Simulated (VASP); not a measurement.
# Nb (Im-3m) in VASP: further runs, part 2 of 2

VASP 6.6.1.

**5. Single point, PBE0**

This run uses another cell than the first one, of 17.32 Å³/atom, 0.940 times its volume.

POSCAR

```
Nb
1.0
   -1.6299823056      1.6299823056      1.6299823056
    1.6299823056     -1.6299823056      1.6299823056
    1.6299823056      1.6299823056     -1.6299823056
Nb
1
Direct
    0.0000000000      0.0000000000      0.0000000000
```

INCAR.step1

```
ALGO     = Normal         # electronic algorithm
EDIFF    = 1E-5           # SCF threshold, eV
ENCUT    = 400            # plane-wave cutoff, eV
GGA      = PE             # functional
GGA_COMPAT= F            
ISIF     = 2              # what is computed and relaxed
ISMEAR   = -1             # smearing method
LASPH    = T              # aspherical terms in the spheres
LCHARG   = F              # write CHGCAR
LREAL    = F              # projectors in reciprocal space
LWAVE    = T              # write WAVECAR
NBANDS   = 12             # bands
NELM     = 120            # most SCF steps
PREC     = Accurate       # precision mode
SIGMA    = 0.05           # smearing width, eV
```

INCAR.step2

```
AEXX     = 0.25           # exact-exchange fraction
ALGO     = Normal         # electronic algorithm
EDIFF    = 1E-6           # SCF threshold, eV
ENCUT    = 400            # plane-wave cutoff, eV
GGA      = PE             # functional
GGA_COMPAT= F            
ISIF     = 2              # what is computed and relaxed
ISMEAR   = -1             # smearing method
ISTART   = 1            
LASPH    = T              # aspherical terms in the spheres
LCHARG   = F              # write CHGCAR
LHFCALC  = T              # exact exchange
LREAL    = F              # projectors in reciprocal space
LWAVE    = F              # write WAVECAR
NBANDS   = 12             # bands
NELM     = 120            # most SCF steps
PREC     = Accurate       # precision mode
PRECFOCK = Normal       
SIGMA    = 0.05           # smearing width, eV
```

KPOINTS

```
k-points
0
Gamma
  6 6 6
```

Potentials or basis: VASP PAW PBE potentials, release 64 (Nb_sv).

The run is started by

```console
$ cat potpaw_PBE.64/Nb_sv/POTCAR > POTCAR
$ cp INCAR.step1 INCAR
$ mpirun -np 1 vasp_std > vasp.out
$ cp INCAR.step2 INCAR
$ mpirun -np 1 vasp_std > vasp.out
```

OUTCAR:

```text
AEXX = 0.25
   EDIFF = 1E-6
   ENCUT = 400
   GGA = PE
   ISIF = 2
   ISMEAR = -1
   ISTART = 1
   LASPH = T
   LHFCALC = T
   LREAL = F
   NELM = 120
   PREC = Accurate
   PRECFOCK = Normal

 ion  position               nearest neighbor table
   1  0.000  0.000  0.000-

  LATTYP: Found a body centered cubic cell.
 ALAT       =     3.2599646112

  Lattice vectors:

 A1 = (  -1.6299823056,   1.6299823056,   1.6299823056)
 A2 = (   1.6299823056,  -1.6299823056,   1.6299823056)
 A3 = (   1.6299823056,   1.6299823056,  -1.6299823056)

Analysis of symmetry for initial positions (statically):
=====================================================================
 Subroutine PRICEL returns:
 Original cell was already a primitive cell.

 Routine SETGRP: Setting up the symmetry group for a
 body centered cubic supercell.

 Subroutine GETGRP returns: Found 48 space group operations
 (whereof 48 operations were pure point group operations)
 out of a pool of 48 trial point group operations.

The static configuration has the point symmetry O_h .

[... 163 lines left out ...]
 k-point     1 :       0.0000    0.0000    0.0000
  band No.  band energies     occupation
      1     -46.8778      2.00000
      2     -20.5695      2.00000
      3     -20.5695      2.00000
      4     -20.5695      2.00000
      5       4.2645      2.00000
      6      12.5850      0.00001
      7      12.5850      0.00001
      8      12.5850      0.00001
      9      16.3481      0.00000
     10      16.3481      0.00000
     11      27.2139      0.00000
     12      27.2139      0.00000
[... 211 lines left out ...]
 k-point    16 :       0.5000    0.5000    0.5000
  band No.  band energies     occupation
      1     -46.3306      2.00000
      2     -21.7331      2.00000
      3     -21.7331      2.00000
      4     -21.7331      2.00000
      5       6.6945      2.00000
      6       6.6945      2.00000
      7      18.8133      0.00000
      8      18.8133      0.00000
      9      18.8133      0.00000
     10      22.1853      0.00000
     11      22.1853      0.00000
     12      22.1853      0.00000

------------------------ aborting loop because EDIFF is reached ----------------------------------------

  FORCE on cell =-STRESS in cart. coord.  units (eV):
  Direction    XX          YY          ZZ          XY          YZ          ZX
  --------------------------------------------------------------------------------------
  -------------------------------------------------------------------------------------
  Total       -0.0212800     -0.0212800     -0.0212800      0.0000000     -0.0000000      0.0000000
  in kB       -1.9682179     -1.9682179     -1.9682179      0.0000000     -0.0000000      0.0000000
  external PRESSURE =      -1.9682179 kB  Pullay stress =       0.0000000 kB

 VOLUME and BASIS-vectors are now :
 -----------------------------------------------------------------------------
  energy-cutoff  :      400.00
  volume of cell :       17.32
      direct lattice vectors                 reciprocal lattice vectors
    -1.629982306  1.629982306  1.629982306     0.000000000  0.306751796  0.306751796
     1.629982306 -1.629982306  1.629982306     0.306751796  0.000000000  0.306751796
     1.629982306  1.629982306 -1.629982306     0.306751796  0.306751796  0.000000000

 POSITION                                       TOTAL-FORCE (eV/Angst)
 -----------------------------------------------------------------------------------
      0.00000      0.00000      0.00000         0.000000      0.000000      0.000000
 -----------------------------------------------------------------------------------
    total drift:                               -0.000000      0.000001      0.000001

  FREE ENERGIE OF THE ION-ELECTRON SYSTEM (eV)
  ---------------------------------------------------
  free  energy   TOTEN  =       -12.9415432684 eV

  energy  without entropy=      -12.9379175433  energy(sigma->0) =      -12.93973041
```

It took 4.2 min on 1 thread of AMD EPYC 9R14 (Zen 4), shared host; peak memory 0.09 GiB.

What came out:

```yaml
Free_energy: -12.9415 eV
Pressure: -0.2 GPa
```

Caveat: the k points lie up to 0.45 Å⁻¹ apart; the PAW data sets were made with another functional, which shifts forces and pressure a little.

**6. Single point, HSE06**

This run uses another cell than the first one, of 17.69 Å³/atom, 0.960 times its volume.

POSCAR

```
Nb
1.0
   -1.6414614324      1.6414614324      1.6414614324
    1.6414614324     -1.6414614324      1.6414614324
    1.6414614324      1.6414614324     -1.6414614324
Nb
1
Direct
    0.0000000000      0.0000000000      0.0000000000
```

INCAR.step1

```
PREC     = Accurate       # precision mode
ENCUT    = 400            # plane-wave cutoff, eV
EDIFF    = 1E-5           # SCF threshold, eV
ISMEAR   = -1             # smearing method
SIGMA    = 0.05           # smearing width, eV
LREAL    = F              # projectors in reciprocal space
LASPH    = T              # aspherical terms in the spheres
NELM     = 120            # most SCF steps
ALGO     = Normal         # electronic algorithm
ISIF     = 2              # what is computed and relaxed
LWAVE    = T              # write WAVECAR
GGA      = PE             # functional
NBANDS   = 12             # bands
GGA_COMPAT= F
```

INCAR.step2

```
PREC     = Accurate       # precision mode
ENCUT    = 400            # plane-wave cutoff, eV
EDIFF    = 1E-6           # SCF threshold, eV
ISMEAR   = -1             # smearing method
SIGMA    = 0.05           # smearing width, eV
LREAL    = F              # projectors in reciprocal space
LASPH    = T              # aspherical terms in the spheres
NELM     = 120            # most SCF steps
ALGO     = Normal         # electronic algorithm
ISIF     = 2              # what is computed and relaxed
LWAVE    = F              # write WAVECAR
LCHARG   = T              # write CHGCAR
GGA      = PE             # functional
LHFCALC  = T              # exact exchange
HFSCREEN = 0.2079         # screening, 1/A
PRECFOCK = Normal       
LELF     = T              # ELF
LVHAR    = T            
ISTART   = 1            
NBANDS   = 12             # bands
GGA_COMPAT= F
```

KPOINTS

```
Automatic mesh
0
Gamma
  6 6 6
```

Potentials or basis: VASP PAW PBE potentials, release 64 (Nb_sv).

The run is started by

```console
$ cat potpaw_PBE.64/Nb_sv/POTCAR > POTCAR
$ cp INCAR.step1 INCAR
$ mpirun -np 1 vasp_std > vasp.out
$ cp INCAR.step2 INCAR
$ mpirun -np 1 vasp_std > vasp.out
```

OUTCAR:

```text
PREC = Accurate
   ENCUT = 400
   EDIFF = 1E-6
   ISMEAR = -1
   LREAL = F
   LASPH = T
   NELM = 120
   ISIF = 2
   GGA = PE
   LHFCALC = T
   HFSCREEN = 0.2079
   PRECFOCK = Normal
   ISTART = 1

 ion  position               nearest neighbor table
   1  0.000  0.000  0.000-

  LATTYP: Found a body centered cubic cell.
 ALAT       =     3.2829228648

  Lattice vectors:

 A1 = (  -1.6414614324,   1.6414614324,   1.6414614324)
 A2 = (   1.6414614324,  -1.6414614324,   1.6414614324)
 A3 = (   1.6414614324,   1.6414614324,  -1.6414614324)

Analysis of symmetry for initial positions (statically):
=====================================================================
 Subroutine PRICEL returns:
 Original cell was already a primitive cell.

 Routine SETGRP: Setting up the symmetry group for a
 body centered cubic supercell.

 Subroutine GETGRP returns: Found 48 space group operations
 (whereof 48 operations were pure point group operations)
 out of a pool of 48 trial point group operations.

The static configuration has the point symmetry O_h .

Analysis of symmetry for dynamics (positions and initial velocities):
=====================================================================
 Subroutine PRICEL returns:
 Original cell was already a primitive cell.

 Routine SETGRP: Setting up the symmetry group for a
 body centered cubic supercell.

 Subroutine GETGRP returns: Found 48 space group operations
 (whereof 48 operations were pure point group operations)
 out of a pool of 48 trial point group operations.

The dynamic configuration has the point symmetry O_h .

 Subroutine INISYM returns: Found 48 space group operations
 (whereof 48 operations are pure point group operations),
 and found     1 'primitive' translations

----------------------------------------------------------------------------------------

                                     Primitive cell

  volume of cell :      17.6910

  direct lattice vectors                    reciprocal lattice vectors
    -1.641461432  1.641461432  1.641461432     0.000000000  0.304606609  0.304606609
     1.641461432 -1.641461432  1.641461432     0.304606609  0.000000000  0.304606609
     1.641461432  1.641461432 -1.641461432     0.304606609  0.304606609  0.000000000

  length of vectors
     2.843094600  2.843094600  2.843094600     0.430778797  0.430778797  0.430778797

  position of ions in fractional coordinates (direct lattice)
     0.000000000  0.000000000  0.000000000

  ion indices of the primitive-cell ions
   primitive index   ion index
                 1           1

----------------------------------------------------------------------------------------

 KPOINTS: Automatic mesh

Automatic generation of k-mesh.
 Grid dimensions read from file:
 generate k-points for:    6    6    6

[... 34 lines left out ...]
  0.500000  0.500000  0.333333     12.000000
  0.500000  0.500000  0.500000      1.000000
   k-points           NKPTS =     16   k-points in BZ     NKDIM =    216   number of bands    NBANDS=     12
   number of dos      NEDOS =    301   number of ions     NIONS =      1
   total plane-waves  NPLWV =   8000
   dimension x,y,z NGX =    20 NGY =   20 NGZ =   20
   dimension x,y,z NGXF=    40 NGYF=   40 NGZF=   40
   ions per type =               1
   NGX,Y,Z   is equivalent  to a cutoff of  11.69, 11.69, 11.69 a.u.
   NGXF,Y,Z  is equivalent  to a cutoff of  23.39, 23.39, 23.39 a.u.
 SYSTEM =  unknown system
   PREC   = accura    normal or accurate (medium, high low for compatibility)
   ISTART =      1    job   : 0-new  1-cont  2-samecut
   ICHARG =      0    charge: 1-file 2-atom 10-const
   ISPIN  =      1    spin polarized calculation?
   LNONCOLLINEAR =      F non collinear calculations
   LSORBIT =      F    spin-orbit coupling
   LASPH  =      T    aspherical Exc in radial PAW
   ENCUT  =  400.0 eV  29.40 Ry    5.42 a.u.   4.64  4.64  4.64*2*pi/ulx,y,z
   NELM   =    120;   NELMIN=  2; NELMDL=  0     # of ELM steps
   EDIFF  = 0.1E-05   stopping-criterion for ELM
   LREAL  =      F    real-space projection
   EDIFFG = 0.1E-04   stopping-criterion for IOM
   NSW    =      0    number of steps for IOM
   IBRION =     -1    ionic relax: 0-MD 1-quasi-New 2-CG
   NFREE  =      0    steps in history (QN), initial steepest desc. (CG)
   ISIF   =      2    stress and relaxation
   ISYM   =      3    0-nonsym 1-usesym 2-fastsym
   POTIM  = 0.5000    time-step for ionic-motion
   TEBEG  =    0.0;   TEEND  =   0.0 temperature during run
   PSTRESS=    0.0 pullay stress
   NELECT =      13.0000    total number of electrons
   NUPDOWN=      -1.0000    fix difference up-down
   EMIN   =  10.00;   EMAX   =-10.00  energy-range for DOS
   EFERMI =   0.00;   METHOD = LEGACY
   ISMEAR =    -1;   SIGMA  =   0.05  broadening in eV -4-tet -1-fermi 0-gaus
   EFERMI_NEDOS =   21; number of points for ismear=-14 and -15
   IALGO  =     38    algorithm
   IMIX   =      1    mixing-type and parameters
     AMIX     =   0.40;   BMIX     =  1.00
     AMIX_MAG =   1.60;   BMIX_MAG =  1.00
  volume/ion in A,a.u.               =      17.69       119.38
  Fermi-wavevector in a.u.,A,eV,Ry     =   1.477311  2.791713 29.694005  2.182448
  Thomas-Fermi vector in A             =   2.591731
   LORBIT       =      0    0 simple, 1 ext, 2 COOP (PROOUT), +10 PAW based schemes
   GGA     = PE    functional components
   LHFCALC =     T    Hartree Fock is set to
   PRECFOCK=normal    Normal, Fast or Accurate (Low or Medium for compatibility)
   ENCUT4O =  -1.0   cutoff for four orbital integrals eV
   NKREDX  =     1    reduce k-point grid by
   NKREDY  =     1    reduce k-point grid by
   NKREDZ  =     1    reduce k-point grid by
   AEXX    =    0.2500 exact exchange contribution
   HFSCREEN=    0.2079 screening length (either q_TF or 0.3 A-1)
   HFSCREENC=   0.2079 screening length for correlation (either q_TF or 0.3 A-1)
   ENCUTFOCK=  -1.0 apply spherical cutoff to Coloumb kernel
   IVDW    =     0    specifies the selected vdW correction
   LEPSILON=     F    determine dielectric tensor
   LRPA    =     F    only Hartree local field effects (RPA)
 non-spin polarized calculation
  energy-cutoff  :      400.00
  volume of cell :       17.69
 maximum number of plane-waves:       329
 NGX is ok and might be reduce to    20
  NGX = 14; NGY = 14; NGZ = 14

 number of electron      13.0000001 magnetization

 Free energy of the ion-electron system (eV)
  ---------------------------------------------------
  ext. energy  EPLUGINS =         0.00000000
  ---------------------------------------------------
  free energy    TOTEN  =       -11.80695051 eV

  energy without entropy =      -11.80120023  energy(sigma->0) =      -11.80407537

 E-fermi :  11.4634     XC(G=0): -10.2938

 val. band max:       11.1328081877   @ k =   0.1667   0.0000   0.0000
 cond. band min:      11.5790245962   @ k =   0.1667   0.0000   0.0000
 fundamental gap:      0.4462164084
 Fermi energy:        11.4634039269

 k-point     1 :       0.0000    0.0000    0.0000
  band No.  band energies     occupation
      1     -46.7830      2.00000
      2     -20.5394      2.00000
      3     -20.5394      2.00000
      4     -20.5394      2.00000
      5       4.4352      2.00000
      6      11.9662      0.00009
      7      11.9662      0.00009
      8      11.9662      0.00009
      9      15.5626      0.00000
     10      15.5626      0.00000
     11      26.4617      0.00000
     12      26.4617      0.00000
[... 211 lines left out ...]
 k-point    16 :       0.5000    0.5000    0.5000
  band No.  band energies     occupation
      1     -46.2775      2.00000
      2     -21.6322      2.00000
      3     -21.6322      2.00000
      4     -21.6322      2.00000
      5       6.9555      2.00000
      6       6.9555      2.00000
      7      17.9293      0.00000
      8      17.9293      0.00000
      9      17.9293      0.00000
     10      21.2816      0.00000
     11      21.2816      0.00000
     12      21.2816      0.00000

------------------------ aborting loop because EDIFF is reached ----------------------------------------

  FORCE on cell =-STRESS in cart. coord.  units (eV):
  Direction    XX          YY          ZZ          XY          YZ          ZX
  --------------------------------------------------------------------------------------
  -------------------------------------------------------------------------------------
  Total       -0.3879648     -0.3879648     -0.3879648      0.0000000     -0.0000000     -0.0000000
  in kB      -35.1358865    -35.1358865    -35.1358865      0.0000000     -0.0000000     -0.0000000
  external PRESSURE =     -35.1358865 kB  Pullay stress =       0.0000000 kB

 VOLUME and BASIS-vectors are now :
 -----------------------------------------------------------------------------
  energy-cutoff  :      400.00
  volume of cell :       17.69
      direct lattice vectors                 reciprocal lattice vectors
    -1.641461432  1.641461432  1.641461432     0.000000000  0.304606609  0.304606609
     1.641461432 -1.641461432  1.641461432     0.304606609  0.000000000  0.304606609
     1.641461432  1.641461432 -1.641461432     0.304606609  0.304606609  0.000000000

 POSITION                                       TOTAL-FORCE (eV/Angst)
 -----------------------------------------------------------------------------------
      0.00000      0.00000      0.00000         0.000000     -0.000000      0.000000
 -----------------------------------------------------------------------------------
    total drift:                                0.000000     -0.000002     -0.000002

  FREE ENERGIE OF THE ION-ELECTRON SYSTEM (eV)
  ---------------------------------------------------
  free  energy   TOTEN  =       -11.8069505127 eV

  energy  without entropy=      -11.8012002347  energy(sigma->0) =      -11.80407537
```

Run time: 4.4 min. Hardware: 1 thread of AMD EPYC 9R14 (Zen 4), shared host; peak memory 0.19 GiB.

What came out:

| Item | Value |
| --- | --- |
| Free energy | -11.8070 eV |
| Pressure | -3.5 GPa |

Levels at points of the mesh, in eV from the Fermi level:
```
           k point  band 4  band 5  band 6  band 7  band 8  band 9
(0.00, 0.00, 0.00)  -32.00   -7.03    0.50    0.50    0.50    4.10
(0.50, 0.00, 0.00)  -32.01   -4.54   -2.20    2.31    4.08    4.84
(0.50, 0.50, 0.50)  -33.10   -4.51   -4.51    6.47    6.47    6.47
```

Caveat: the k points lie up to 0.45 Å⁻¹ apart; the PAW data sets were made with another functional, which shifts forces and pressure a little.

**7. The runs side by side**

| task | level | cell | k mesh | cutoff (eV) | smearing | grid for exact exchange (PRECFOCK) | screening parameter | gap on the mesh (eV) | pressure (GPa) |
| --- | --- | --- | --- | --- | --- | --- | --- | --- | --- |
| single point | PBE | a = 2.882 Å, angles 109.5°, 1 atom | 11 × 11 × 11 | 500 | gaussian 0.022 eV | - | - | none | -2.1 |
| relaxation of cell and atoms | PBE+D3(BJ) | relaxed from a = 2.882 Å, angles 109.5°, 1 atom | 11 × 11 × 11 | 500 | fermi-dirac 0.05 eV | - | - | none | 0.0 |
| single point | HSE06 | a = 2.823 Å, angles 109.5°, 1 atom | 6 × 6 × 6 | 400 | fermi-dirac 0.05 eV | Normal | 0.2079 1/Å | none | 0.2 |
| single point | PBE0 | a = 2.823 Å, angles 109.5°, 1 atom | 6 × 6 × 6 | 400 | fermi-dirac 0.05 eV | Normal | - | none | -0.2 |
| single point | HSE06 | a = 2.843 Å, angles 109.5°, 1 atom | 6 × 6 × 6 | 400 | fermi-dirac 0.05 eV | Normal | 0.2079 1/Å | none | -3.5 |

Alike in all rows: potentials or basis VASP PAW PBE potentials, release 64 (Nb_sv); no spin polarisation.

Caveats: some runs use coarse meshes; the PAW data sets were made with another functional, which shifts forces and pressure a little (some runs); pairwise dispersion overbinds metals, which lowers pressure and volume (some runs).

Total energies depend on the potentials used, so only differences within one code and one set of settings carry meaning.
